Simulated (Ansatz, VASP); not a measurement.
One calculation of MgS, two programs

```
CELL_PARAMETERS angstrom
0.00000 2.80978 2.49758
2.80978 0.00000 2.49758
2.80978 2.80978 0.00000
ATOMIC_POSITIONS crystal
Mg 0.00000 0.00000 0.00000
S 0.50000 0.50000 0.50000
```

Change from the starting cell: strain +0.080 along x and y, -0.040 along z, atoms carried along.

Alike in both runs: task single point; functional r2SCAN; k mesh 8 × 8 × 8; occupations gaussian, width 0.05 eV; no spin polarisation.

|  | VASP | Ansatz |
| --- | --- | --- |
| version | VASP 6.6.1 | Ansatz 0.2.0 |
| potentials or method | VASP PAW PBE potentials, release 64 (Mg, S), cutoff 520 eV | scalar-relativistic, plane waves, PAW |
| valence electrons in the cell | 8 | 16 |

```tsv
	VASP	Ansatz	Ansatz less VASP
gap on the k mesh at the Fermi level (eV)	2.85	2.88	+0.033
least direct gap on the mesh (eV)	3.58	3.60	+0.027
pressure (GPa)	-5.8	-5.4	+0.37
traceless stress, the component that is largest in VASP (GPa)	5.24	5.40	+0.153
```

VASP's potentials were made for PBE, not for r2SCAN. The functional is the same, so the differences come from potentials, cutoffs and numerics. VASP's potentials hold 8 valence electrons a cell and Ansatz's 16, so a difference there can come from the potentials and not from the codes.
